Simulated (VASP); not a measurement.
# GaN (P6_3mc) in VASP: a series of runs, part 2 of 3

VASP 6.6.1. The steps go on from the part before.

**4. Relaxation of cell and atoms, PBEsol, target pressure 10 GPa, at which the enthalpy is minimised**

This run uses another cell than the first one, of 11.31 Å³/atom, 0.995 times its volume.

Contents of INCAR:

```
  PREC = Accurate
  ENCUT = 600
  EDIFF = 1E-6
  ISMEAR = -1
  SIGMA = 0.05
  LREAL = False
  LASPH = True
  NELM = 80
  ALGO = Normal
  ISIF = 3
  LWAVE = False
  LCHARG = False
  GGA = PS
  IBRION = 2
  NSW = 80
  EDIFFG = -0.01
  PSTRESS = 100.0
```

Contents of KPOINTS:

```
Automatic mesh
0
Gamma
  10 10 5
```

Contents of POSCAR:

```
GaN
1.0
    3.1800000000      0.0000000000      0.0000000000
   -1.5900000000      2.7539607840      0.0000000000
    0.0000000000      0.0000000000      5.1660000000
Ga N
2 2
Direct
    0.6666666667      0.3333333333      0.5000000000
    0.3333333333      0.6666666667      0.0000000000
    0.6666666667      0.3333333333      0.8750000000
    0.3333333333      0.6666666667      0.3750000000
```

Potentials or basis: VASP PAW PBE potentials, release 64 (Ga_d, N).

On the command line:

```sh
$ cat potpaw_PBE.64/Ga_d/POTCAR potpaw_PBE.64/N/POTCAR > POTCAR
$ mpirun -np 1 vasp_std > vasp.out
```

OUTCAR:

```text
PREC = Accurate
   ENCUT = 600
   EDIFF = 1E-6
   ISMEAR = -1
   LREAL = False
   LASPH = True
   NELM = 80
   ISIF = 3
   GGA = PS
   IBRION = 2
   NSW = 80
   EDIFFG = -0.01
   PSTRESS = 100.0

 ion  position               nearest neighbor table
   1  0.667  0.333  0.500-   3 1.94   4 1.95   4 1.95   4 1.95
   2  0.333  0.667  0.000-   4 1.94   3 1.95   3 1.95   3 1.95
   3  0.667  0.333  0.875-   1 1.94   2 1.95   2 1.95   2 1.95
   4  0.333  0.667  0.375-   2 1.94   1 1.95   1 1.95   1 1.95

  LATTYP: Found a hexagonal cell.
 ALAT       =     3.1800000000
 C/A-ratio  =     1.6245283019

[... 196 lines left out ...]
  in kB       -0.4423182     -0.4423182     20.6920866      0.0000000      0.0000000      0.0000000
  external PRESSURE =     -93.3975166 kB  Pullay stress =     100.0000000 kB
[... 187 lines left out ...]
--------------------------------------- Ionic step        6  -------------------------------------------

 number of electron      35.9999994 magnetization

 Free energy of the ion-electron system (eV)
  ---------------------------------------------------
  ext. energy  EPLUGINS =         0.00000000
  ---------------------------------------------------
  free energy    TOTEN  =       -26.20891533 eV

  energy without entropy =      -26.20891533  energy(sigma->0) =      -26.20891533

 E-fermi :   6.8086     XC(G=0): -12.1982

 val. band max:        5.7975665029   @ k =   0.0000   0.0000   0.0000
 cond. band min:       8.0173743515   @ k =   0.0000   0.0000   0.0000
 fundamental gap:      2.2198078487
 Fermi energy:         6.8086416296

 k-point     1 :       0.0000    0.0000    0.0000
  band No.  band energies     occupation
      1     -10.6683      2.00000
      2      -9.5347      2.00000
      3      -7.6670      2.00000
      4      -7.6482      2.00000
      5      -7.6482      2.00000
      6      -7.5749      2.00000
[... 589 lines left out ...]
     21      13.2219      0.00000
     22      14.1514      0.00000

 [... further k-points ...]
[... 5 lines left out ...]
  --------------------------------------------------------------------------------------
  -------------------------------------------------------------------------------------
  Total        2.7067567      2.7067567      2.6902750      0.0000000     -0.0000000      0.0000000
  in kB      100.1920789    100.1920789     99.5820022      0.0000000     -0.0000000      0.0000000
  external PRESSURE =      -0.0112800 kB  Pullay stress =     100.0000000 kB
[... 23 lines left out ...]
  energy  without entropy=      -26.2089153327  energy(sigma->0) =      -26.20891533

  enthalpy is  TOTEN    =       -23.5073477929 eV   P V=        2.7015675398

 reached required accuracy - stopping structural energy minimisation
```

OSZICAR:

```text
N       E                     dE             d eps       ncg     rms          rms(c)
DAV:   1     0.288405727793E+03    0.28841E+03   -0.19978E+04  1966   0.333E+03
DAV:   2     0.734960288305E+01   -0.28106E+03   -0.27215E+03  2058   0.563E+02
DAV:   3    -0.284419246333E+02   -0.35792E+02   -0.35454E+02  2124   0.163E+02
DAV:   4    -0.299135515693E+02   -0.14716E+01   -0.14672E+01  2622   0.351E+01
[... 52 lines left out ...]
DAV:   1    -0.262090202542E+02    0.15836E-02   -0.44402E-03  2618   0.108E+00    0.707E-02
DAV:   2    -0.262089433050E+02    0.76949E-04   -0.47034E-04  2652   0.434E-01    0.325E-02
DAV:   3    -0.262089172404E+02    0.26065E-04   -0.61777E-05  3412   0.177E-01    0.768E-03
DAV:   4    -0.262089154145E+02    0.18259E-05   -0.14037E-05  2004   0.380E-02    0.301E-03
DAV:   5    -0.262089153328E+02    0.81741E-07   -0.69831E-07  1100   0.104E-02
   6 F= -.23507348E+02 E0= -.23507348E+02  d E =-.258139E-04
```

CONTCAR:

```text
GaN
   1.00000000000000
     3.1296419312102759    0.0000000000000000    0.0000000000000000
    -1.5648209656051379    2.7103494171421203   -0.0000000000000000
    -0.0000000000000000    0.0000000000000000    5.1027756736702532
  Ga              N
     2     2
Direct
     0.6666666667000030    0.3333333332999970    0.4993707108174651
     0.3333333332999970    0.6666666667000030    0.9993707108174651
     0.6666666667000030    0.3333333332999970    0.8756292891825349
     0.3333333332999970    0.6666666667000030    0.3756292891825349

  0.00000000E+00  0.00000000E+00  0.00000000E+00
  0.00000000E+00  0.00000000E+00  0.00000000E+00
  0.00000000E+00  0.00000000E+00  0.00000000E+00
  0.00000000E+00  0.00000000E+00  0.00000000E+00
```

Run time: 2.4 min. Hardware: 1 thread of AMD EPYC 9R45 (Zen 5), shared host; peak memory 0.18 GiB.

Results:

| Item | Value |
| --- | --- |
| Free energy | -26.2089 eV |
| Relaxed volume | 10.82 Å³/atom |
| Relaxed cell | a = 3.130 Å, b = 3.130 Å, c = 5.103 Å, α = 90.00°, β = 90.00°, γ = 120.00° |
| Space group after relaxing (to 0.05 Å) | P6_3mc (No. 186) |
| Energy change on relaxing (the enthalpy is what falls) | +15.2 meV/atom |
| Ionic steps | 6 |
| Pressure after relaxing | 10.0 GPa |
| Largest force after relaxing | 0.005 eV/Å |
| Band gap on the k mesh | 2.22 eV, direct |

Forces on the atoms (eV/Å):
```
Ga   0.000  0.000 -0.005
Ga   0.000  0.000 -0.005
N    0.000  0.000  0.005
N    0.000  0.000  0.005
```

The path:
| step | energy change (eV) | largest force (eV/Å) | pressure (GPa) | volume (Å³) |
| --- | --- | --- | --- | --- |
| 1 | 0.0000 | 0.1309 | 0.66 | 45.24 |
| 2 | 0.2915 | 0.1634 | 23.57 | 41.06 |
| 3 | 0.0603 | 0.0209 | 9.89 | 43.29 |
| 4 | 0.0627 | 0.0180 | 10.15 | 43.26 |
| 5 | 0.0592 | 0.0089 | 9.72 | 43.31 |
| 6 | 0.0609 | 0.0048 | 10.00 | 43.28 |

Final structure:
```
Ga N
1.0
     3.12964    0.00000    0.00000
    -1.56482    2.71035    0.00000
     0.00000    0.00000    5.10278
Ga N
2 2
Direct
  0.66667 0.33333 0.49937
  0.33333 0.66667 0.99937
  0.66667 0.33333 0.87563
  0.33333 0.66667 0.37563
```

Levels at points of the mesh, in eV from the valence-band top:
| k point | band 15 | band 16 | band 17 | band 18 | band 19 | band 20 | band 21 | band 22 |
| --- | --- | --- | --- | --- | --- | --- | --- | --- |
| (0.00, 0.00, 0.00) | -1.11 | -0.06 | 0.00 | 0.00 | 2.22 | 4.54 | 9.39 | 10.11 |
| (0.50, 0.00, 0.00) | -4.51 | -2.97 | -2.42 | -1.08 | 5.08 | 5.77 | 6.11 | 8.98 |

Caveat: the cell is relaxed towards a set pressure, so the enthalpy falls and the energy may rise; the PAW data sets were made with another functional, which shifts forces and pressure a little. As with any semilocal functional, this PBEsol gap is likely too small.

**5. Relaxation of cell and atoms, PBEsol, target pressure 20 GPa, at which the enthalpy is minimised**

This run uses another cell than the first one, of 11.31 Å³/atom, 0.995 times its volume.

Contents of INCAR:

```
PREC     = Accurate       # precision mode
ENCUT    = 600            # plane-wave cutoff, eV
EDIFF    = 1E-6           # SCF threshold, eV
ISMEAR   = -1             # smearing method
SIGMA    = 0.05           # smearing width, eV
LREAL    = False          # projectors in reciprocal space
LASPH    = True           # aspherical terms in the spheres
NELM     = 80             # most SCF steps
ALGO     = Normal         # electronic algorithm
ISIF     = 3              # what is computed and relaxed
LWAVE    = False          # write WAVECAR
LCHARG   = False          # write CHGCAR
GGA      = PS             # functional
IBRION   = 2              # ionic algorithm
NSW      = 80             # ionic steps
EDIFFG   = -0.01          # ionic threshold
PSTRESS  = 200.0
```

Contents of KPOINTS:

```
regular mesh
0
Gamma
  10 10 5
```

POSCAR is that of step 4.

Potentials or basis: VASP PAW PBE potentials, release 64 (Ga_d, N).

On the command line:

```sh
$ cat potpaw_PBE.64/Ga_d/POTCAR potpaw_PBE.64/N/POTCAR > POTCAR
$ mpirun -np 1 vasp_std > vasp.out
```

OUTCAR:

```text
PREC = Accurate
   ENCUT = 600
   EDIFF = 1E-6
   ISMEAR = -1
   LREAL = False
   LASPH = True
   NELM = 80
   ISIF = 3
   GGA = PS
   IBRION = 2
   NSW = 80
   EDIFFG = -0.01
   PSTRESS = 200.0

 ion  position               nearest neighbor table
   1  0.667  0.333  0.500-   3 1.94   4 1.95   4 1.95   4 1.95
   2  0.333  0.667  0.000-   4 1.94   3 1.95   3 1.95   3 1.95
   3  0.667  0.333  0.875-   1 1.94   2 1.95   2 1.95   2 1.95
   4  0.333  0.667  0.375-   2 1.94   1 1.95   1 1.95   1 1.95

  LATTYP: Found a hexagonal cell.
 ALAT       =     3.1800000000
 C/A-ratio  =     1.6245283019

  Lattice vectors:

 A1 = (   3.1800000000,   0.0000000000,   0.0000000000)
 A2 = (  -1.5900000000,   2.7539607840,   0.0000000000)
 A3 = (   0.0000000000,   0.0000000000,   5.1660000000)

Analysis of symmetry for initial positions (statically):
=====================================================================
 Subroutine PRICEL returns:
 Original cell was already a primitive cell.

 Routine SETGRP: Setting up the symmetry group for a
 hexagonal supercell.

 Subroutine GETGRP returns: Found 12 space group operations
 (whereof  6 operations were pure point group operations)
 out of a pool of 24 trial point group operations.

The static configuration has the point symmetry C_3v.
 The point group associated with its full space group is C_6v.

Analysis of symmetry for dynamics (positions and initial velocities):
=====================================================================
 Subroutine PRICEL returns:
 Original cell was already a primitive cell.

 Routine SETGRP: Setting up the symmetry group for a
 hexagonal supercell.

[... 122 lines left out ...]
   EMIN   =  10.00;   EMAX   =-10.00  energy-range for DOS
   EFERMI =   0.00;   METHOD = LEGACY
   ISMEAR =    -1;   SIGMA  =   0.05  broadening in eV -4-tet -1-fermi 0-gaus
   EFERMI_NEDOS =   21; number of points for ismear=-14 and -15
   IALGO  =     38    algorithm
   IMIX   =      4    mixing-type and parameters
     AMIX     =   0.40;   BMIX     =  1.00
     AMIX_MAG =   1.60;   BMIX_MAG =  1.00
  volume/ion in A,a.u.               =      11.31        76.33
  Fermi-wavevector in a.u.,A,eV,Ry     =   1.517036  2.866782 31.312427  2.301398
  Thomas-Fermi vector in A             =   2.626345
   LORBIT       =      0    0 simple, 1 ext, 2 COOP (PROOUT), +10 PAW based schemes
   GGA     = PS    functional components
   LHFCALC =     F    Hartree Fock is set to
   AEXX    =    0.0000 exact exchange contribution
   IVDW    =     0    specifies the selected vdW correction
   LEPSILON=     F    determine dielectric tensor
   LRPA    =     F    only Hartree local field effects (RPA)
 conjugate gradient relaxation of ions
 non-spin polarized calculation
  energy-cutoff  :      600.00
  volume of cell :       45.24
 maximum number of plane-waves:      1524
 NGX is ok and might be reduce to    28
   NGX = 13   NGY = 13   NGZ = 21

--------------------------------------- Ionic step        1  -------------------------------------------

 number of electron      35.9999995 magnetization

 Free energy of the ion-electron system (eV)
  ---------------------------------------------------
  ext. energy  EPLUGINS =         0.00000000
  ---------------------------------------------------
  free energy    TOTEN  =       -26.26982209 eV

  energy without entropy =      -26.26982209  energy(sigma->0) =      -26.26982209

------------------------ aborting loop because EDIFF is reached ----------------------------------------

  FORCE on cell =-STRESS in cart. coord.  units (eV):
  Direction    XX          YY          ZZ          XY          YZ          ZX
  --------------------------------------------------------------------------------------
  -------------------------------------------------------------------------------------
  Total       -0.0124900     -0.0124900      0.5842961      0.0000000      0.0000000      0.0000000
  in kB       -0.4423182     -0.4423182     20.6920866      0.0000000      0.0000000      0.0000000
  external PRESSURE =    -193.3975166 kB  Pullay stress =     200.0000000 kB
[... 227 lines left out ...]
--------------------------------------- Ionic step        7  -------------------------------------------

 number of electron      36.0000016 magnetization

 Free energy of the ion-electron system (eV)
  ---------------------------------------------------
  ext. energy  EPLUGINS =         0.00000000
  ---------------------------------------------------
  free energy    TOTEN  =       -26.05225262 eV

  energy without entropy =      -26.05225262  energy(sigma->0) =      -26.05225262

 E-fermi :   7.3047     XC(G=0): -12.4193

 val. band max:        6.2715595698   @ k =   0.0000   0.0000   0.0000
 cond. band min:       8.7555402075   @ k =   0.0000   0.0000   0.0000
 fundamental gap:      2.4839806377
 Fermi energy:         7.3046939747

 k-point     1 :       0.0000    0.0000    0.0000
  band No.  band energies     occupation
      1     -10.5739      2.00000
      2      -9.3091      2.00000
      3      -7.2561      2.00000
      4      -7.2353      2.00000
      5      -7.2353      2.00000
      6      -7.1525      2.00000
[... 589 lines left out ...]
     21      13.9350      0.00000
     22      14.9086      0.00000

 [... further k-points ...]
[... 5 lines left out ...]
  --------------------------------------------------------------------------------------
  -------------------------------------------------------------------------------------
  Total        5.1854485      5.1854485      5.1850777      0.0000000     -0.0000000      0.0000000
  in kB      199.7665420    199.7665420    199.7522576      0.0000000     -0.0000000      0.0000000
  external PRESSURE =      -0.2382195 kB  Pullay stress =     200.0000000 kB
[... 23 lines left out ...]
  energy  without entropy=      -26.0522526247  energy(sigma->0) =      -26.05225262

  enthalpy is  TOTEN    =       -20.8607441534 eV   P V=        5.1915084713

 reached required accuracy - stopping structural energy minimisation
```

OSZICAR:

```text
N       E                     dE             d eps       ncg     rms          rms(c)
DAV:   1     0.288405727793E+03    0.28841E+03   -0.19978E+04  1966   0.333E+03
DAV:   2     0.734960288305E+01   -0.28106E+03   -0.27215E+03  2058   0.563E+02
DAV:   3    -0.284419246333E+02   -0.35792E+02   -0.35454E+02  2124   0.163E+02
DAV:   4    -0.299135515693E+02   -0.14716E+01   -0.14672E+01  2622   0.351E+01
[... 64 lines left out ...]
DAV:   2    -0.260525464375E+02    0.86238E-03   -0.34196E-03  2528   0.134E+00    0.104E-01
DAV:   3    -0.260522675726E+02    0.27886E-03   -0.55346E-04  2996   0.579E-01    0.221E-02
DAV:   4    -0.260522544435E+02    0.13129E-04   -0.17888E-04  1974   0.135E-01    0.117E-02
DAV:   5    -0.260522531111E+02    0.13324E-05   -0.74952E-06  2458   0.296E-02    0.721E-03
DAV:   6    -0.260522526247E+02    0.48636E-06   -0.13217E-06  1182   0.244E-02
   7 F= -.20860744E+02 E0= -.20860744E+02  d E =-.130748E-03
```

Wall time 2.7 min (1 thread of AMD EPYC 9R45 (Zen 5), shared host); peak memory 0.18 GiB.

What came out:

* Free energy: -26.0523 eV
* Relaxed volume: 10.40 Å³/atom
* Relaxed cell: a = 3.088 Å, b = 3.088 Å, c = 5.036 Å, α = 90.00°, β = 90.00°, γ = 120.00°
* Space group after relaxing (to 0.05 Å): P6_3mc (No. 186)
* Energy change on relaxing (the enthalpy is what falls): +54.4 meV/atom
* Ionic steps: 7
* Pressure after relaxing: 20.0 GPa
* Largest force after relaxing: 0.003 eV/Å
* Band gap on the k mesh: 2.48 eV, direct

Forces on the atoms (eV/Å):
```
Ga   0.000  0.000 -0.003
Ga   0.000  0.000 -0.003
N    0.000  0.000  0.003
N    0.000  0.000  0.003
```

Step by step:
| step | energy change (eV) | largest force (eV/Å) | pressure (GPa) | volume (Å³) |
| --- | --- | --- | --- | --- |
| 1 | 0.0000 | 0.1309 | 0.66 | 45.24 |
| 2 | 1.3619 | 0.2698 | 61.58 | 36.88 |
| 3 | 0.2044 | 0.0332 | 19.27 | 41.70 |
| 4 | 0.2167 | 0.0289 | 19.97 | 41.60 |
| 5 | 0.2256 | 0.0260 | 20.43 | 41.53 |
| 6 | 0.2072 | 0.0283 | 19.46 | 41.67 |
| 7 | 0.2176 | 0.0031 | 19.98 | 41.59 |

Final structure:
```
Ga N
1.0
     3.08815    0.00000    0.00000
    -1.54407    2.67442    0.00000
     0.00000    0.00000    5.03555
Ga N
2 2
Cartesian
  1.5441 0.8915 2.5149
  0.0000 1.7829 5.0327
  1.5441 0.8915 4.4090
  0.0000 1.7829 1.8912
```

Caveat: the cell is relaxed towards a set pressure, so the enthalpy falls and the energy may rise; the PAW data sets were made with another functional, which shifts forces and pressure a little. PBEsol gaps usually lie below the measured ones, often by a third to a half.

(Part 2 of 3 ends here.)
